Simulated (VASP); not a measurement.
PCS4:

```
P C S
1.0
     3.29013    0.00000    0.00000
     0.00000    3.29013    0.00000
     0.00000    0.00000   12.62148
P C S
1 1 4
Direct
  0.00000 0.00000 0.00000
  0.50000 0.50000 0.50000
  0.50000 0.50000 0.18097
  0.00000 0.00000 0.65245
  0.00000 0.00000 0.34755
  0.50000 0.50000 0.81903
```

The cell was built from a structure type or drawn by symmetry, and may not be a known phase.

- Program: VASP 6.6.1
- Task: relaxation of cell and atoms
- Functional: PBE
- Dispersion: D3(BJ)
- Potentials or basis: VASP PAW PBE potentials, release 64 (P, C_h, S)
- Cutoff: 910 eV
- k mesh: 6 × 6 × 2
- Occupations: gaussian, width 0.1 eV
- Spin: no spin polarisation

At the start: pressure -16.4 GPa; volume 22.77 Å³/atom.

How do energy, volume and symmetry change on relaxing?

Over 19 steps the energy falls by 1065.4 meV/atom and the volume is 15.59 Å³/atom (-31.5 %); space group P4/mmm (No. 123, to 0.1 Å) before and after.

The path:
| step | energy change (eV) | largest force (eV/Å) | pressure (GPa) | volume (Å³) |
| --- | --- | --- | --- | --- |
| 1 | 0.0000 | 0.6451 | -16.45 | 136.63 |
| 2 | -4.0197 | 1.0150 | -10.38 | 95.38 |
| 3 | -4.6089 | 1.4079 | -1.24 | 82.21 |
| 4 | -4.6284 | 1.4112 | 3.64 | 78.42 |
| 5 | -4.6345 | 1.3380 | 2.28 | 79.65 |
| 6 | -5.2606 | 1.1006 | 7.88 | 76.33 |
| 7 | -5.3371 | 1.0181 | 9.01 | 74.74 |
| 8 | -5.0727 | 0.6858 | 17.50 | 71.28 |
| 9 | -5.3426 | 0.9378 | 10.29 | 73.87 |
| 10 | -5.8646 | 1.0992 | -0.12 | 83.08 |
| 11 | -5.9117 | 1.1599 | -2.42 | 86.41 |
| 12 | -6.0999 | 1.0816 | 2.10 | 87.54 |
| 13 | -6.1087 | 0.4832 | 0.89 | 87.36 |
| 14 | -6.3198 | 0.3804 | 2.39 | 89.23 |
| 15 | -6.3554 | 0.4941 | 1.74 | 90.23 |
| 16 | -6.3829 | 0.5044 | -0.45 | 93.53 |
| 17 | -6.3852 | 0.3715 | 0.21 | 92.79 |
| 18 | -6.3873 | 0.2422 | -0.23 | 94.26 |
| 19 | -6.3924 | 0.0064 | -0.05 | 93.56 |

Final structure:
```xyz
6
Lattice="3.0646 0.0000 0.0000 0.0000 3.0646 0.0000 0.0000 0.0000 9.9614" Properties=species:S:1:pos:R:3 pbc="T T T"
P     0.0000    0.0000    0.0000
C     1.5323    1.5323    4.9807
S     1.5323    1.5323    1.4510
S     0.0000    0.0000    6.0127
S     0.0000    0.0000    3.9487
S     1.5323    1.5323    8.5104
```

Caveat: the cutoff is under 1.25 times the usual one of these potentials, so pressure, stress and relaxed cells hold a basis-set (Pulay) error; the volume moved by over 15 % at a fixed basis, so the end points are rough.
